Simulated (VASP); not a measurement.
# W (Fm-3m) in VASP: further runs, part 2 of 2

VASP 6.6.1.

## Step 4: Single point, r2SCAN

This run uses another cell than the first one: it holds 8 atoms, not 2.

POSCAR reads:

```
W
1.0
   -4.0171526491      0.0000000000      4.0171526491
   -4.0171526491     -4.0171526491      0.0000000000
    0.0000000000     -4.0171526491      4.0171526491
W
8
Direct
    0.0000000000      0.5000000000      0.0000000000
    0.0000000000      0.0000000000      0.0000000000
    0.0000000000      0.5000000000      0.5000000000
    0.0000000000      0.0000000000      0.5000000000
    0.5000000000      0.5000000000      0.0000000000
    0.5000000000      0.0000000000      0.0000000000
    0.5000000000      0.5000000000      0.5000000000
    0.5000000000      0.0000000000      0.5000000000
```

INCAR.step1 reads:

```
SYSTEM = W
PREC = Accurate ; ENCUT = 520
ISMEAR = 0 ; SIGMA = 0.15
LREAL = .False. ; LASPH = .True.
NELM = 60 ; NBANDS = 66
GGA = PE ; ALGO = Normal
EDIFF = 1E-4 ; LWAVE = .True.
LCHARG = .False.
```

INCAR.step2 reads:

```
SYSTEM = W
PREC = Accurate ; ENCUT = 520
EDIFF = 1E-6 ; ISMEAR = 0
SIGMA = 0.15 ; LREAL = .False.
LASPH = .True. ; NELM = 60
ALGO = Normal ; ISIF = 2
LWAVE = .False. ; LCHARG = .False.
METAGGA = R2SCAN ; LMIXTAU = .True.
NBANDS = 66 ; ISTART = 1
```

KPOINTS reads:

```
Automatic mesh
0
Gamma
  8 8 8
  0 0 0
```

Potentials or basis: VASP PAW PBE potentials, release 64 (W_sv).

The run is started by

```console
$ cat potpaw_PBE.64/W_sv/POTCAR > POTCAR
$ cp INCAR.step1 INCAR
$ mpirun -np 1 vasp_std > vasp.out
$ cp INCAR.step2 INCAR
$ mpirun -np 1 vasp_std > vasp.out
```

OUTCAR:

```text
SYSTEM = W
   PREC = Accurate
   ENCUT = 520
   EDIFF = 1E-6
   ISMEAR = 0
   LREAL = .False.
   LASPH = .True.
   NELM = 60
   ISIF = 2
   METAGGA = R2SCAN
   ISTART = 1

 ion  position               nearest neighbor table
   1  0.000  0.500  0.000-   2 2.84   3 2.84   5 2.84   3 2.84   4 2.84   7 2.84   2 2.84   4 2.84
                             6 2.84   5 2.84   6 2.84   7 2.84
   2  0.000  0.000  0.000-   1 2.84   4 2.84   6 2.84   3 2.84   4 2.84   8 2.84   1 2.84   3 2.84
                             5 2.84   5 2.84   6 2.84   8 2.84
   3  0.000  0.500  0.500-   1 2.84   4 2.84   7 2.84   1 2.84   2 2.84   5 2.84   2 2.84   4 2.84
                             8 2.84   5 2.84   7 2.84   8 2.84
   4  0.000  0.000  0.500-   2 2.84   3 2.84   8 2.84   1 2.84   2 2.84   6 2.84   1 2.84   3 2.84
                             7 2.84   6 2.84   7 2.84   8 2.84
   5  0.500  0.500  0.000-   1 2.84   6 2.84   7 2.84   3 2.84   7 2.84   8 2.84   2 2.84   6 2.84
                             8 2.84   1 2.84   2 2.84   3 2.84
   6  0.500  0.000  0.000-   2 2.84   5 2.84   8 2.84   4 2.84   7 2.84   8 2.84   1 2.84   5 2.84
                             7 2.84   1 2.84   2 2.84   4 2.84
   7  0.500  0.500  0.500-   3 2.84   5 2.84   8 2.84   1 2.84   5 2.84   6 2.84   4 2.84   6 2.84
                             8 2.84   1 2.84   3 2.84   4 2.84
[... 209 lines left out ...]
 Fermi energy:        10.5266405111

 k-point     1 :       0.0000    0.0000    0.0000
  band No.  band energies     occupation
      1     -65.0707      2.00000
      2     -64.9435      2.00000
      3     -64.9435      2.00000
      4     -64.9435      2.00000
      5     -64.9435      2.00000
      6     -64.9017      2.00000
[... 1645 lines left out ...]
     65      12.5677      0.00000
     66      12.5677      0.00000

 [... further k-points ...]
[... 5 lines left out ...]
  --------------------------------------------------------------------------------------
  -------------------------------------------------------------------------------------
  Total        0.7926371      0.7926371      0.7926371     -0.0000000     -0.0000000      0.0000000
  in kB        9.7948991      9.7948991      9.7948991     -0.0000000     -0.0000000      0.0000000
  external PRESSURE =       9.7948991 kB  Pullay stress =       0.0000000 kB

 VOLUME and BASIS-vectors are now :
 -----------------------------------------------------------------------------
  energy-cutoff  :      520.00
  volume of cell :      129.65
      direct lattice vectors                 reciprocal lattice vectors
    -4.017152649  0.000000000  4.017152649    -0.124466268  0.124466268  0.124466268
    -4.017152649 -4.017152649  0.000000000    -0.124466268 -0.124466268 -0.124466268
     0.000000000 -4.017152649  4.017152649     0.124466268 -0.124466268  0.124466268

 POSITION                                       TOTAL-FORCE (eV/Angst)
 -----------------------------------------------------------------------------------
     -2.00858     -2.00858      0.00000        -0.000000     -0.000000      0.000000
      0.00000      0.00000      0.00000        -0.000000     -0.000000     -0.000000
     -2.00858     -4.01715      2.00858         0.000000      0.000000     -0.000000
      0.00000     -2.00858      2.00858        -0.000000      0.000000     -0.000000
     -4.01715     -2.00858      2.00858         0.000000     -0.000000      0.000000
     -2.00858      0.00000      2.00858        -0.000000      0.000000      0.000000
     -4.01715     -4.01715      4.01715         0.000000     -0.000000     -0.000000
     -2.00858     -2.00858      4.01715         0.000000      0.000000     -0.000000
 -----------------------------------------------------------------------------------
    total drift:                               -0.000000      0.000000     -0.000000

  FREE ENERGIE OF THE ION-ELECTRON SYSTEM (eV)
  ---------------------------------------------------
  free  energy   TOTEN  =      -406.4150092586 eV

  energy  without entropy=     -406.3048954969  energy(sigma->0) =     -406.35995238
```

OUTCAR.step1:

```text
SYSTEM = W
   PREC = Accurate
   ENCUT = 520
   ISMEAR = 0
   LREAL = .False.
   LASPH = .True.
[... 1914 lines left out ...]
     -2.00858      0.00000      2.00858         0.000000      0.000000      0.000000
     -4.01715     -4.01715      4.01715         0.000000     -0.000000     -0.000000
     -2.00858     -2.00858      4.01715        -0.000000      0.000000      0.000000
 -----------------------------------------------------------------------------------
    total drift:                               -0.000000      0.000000     -0.000000

  FREE ENERGIE OF THE ION-ELECTRON SYSTEM (eV)
  ---------------------------------------------------
  free  energy   TOTEN  =       -99.7862832280 eV

  energy  without entropy=      -99.6723823567  energy(sigma->0) =      -99.72933279
```

Wall time 14 min (1 thread of Intel Xeon 8259CL, shared host); peak memory 0.35 GiB.

Results:

* Free energy: -406.4150 eV
* Pressure: 1.0 GPa
* Band gap on the k mesh: zero (bands 56 and 57 overlap by 0.73 eV)

Caveat: the PAW data sets were made with another functional, which shifts forces and pressure a little; spin-orbit coupling is left out, which moves the levels of the heavy elements.

## Step 5: Summary

| task | cell | k mesh | cutoff (eV) | smearing | gap on the mesh (eV) | pressure (GPa) |
| --- | --- | --- | --- | --- | --- | --- |
| single point | a = 2.841, b = 2.841, c = 4.017 Å, 2 atoms, atomic positions A | 12 × 12 × 8 | 520 | gaussian 0.15 eV | none | 0.9 |
| relaxation of cell and atoms | relaxed from a = 2.841 Å, angles 60.0°, 1 atom, atomic positions B | 18 × 18 × 18 | 600 | gaussian 0.1 eV | none | 0.0 |
| single point | a = 5.681 Å, angles 60.0°, 8 atoms, atomic positions C | 8 × 8 × 8 | 520 | gaussian 0.15 eV | none | 1.0 |

Alike in all rows: level r2SCAN; potentials or basis VASP PAW PBE potentials, release 64 (W_sv); no spin polarisation.

Caveats: the PAW data sets were made with another functional, which shifts forces and pressure a little; spin-orbit coupling is left out, which moves the levels of the heavy elements.

Absolute energies hang on the potentials; compare differences alone.
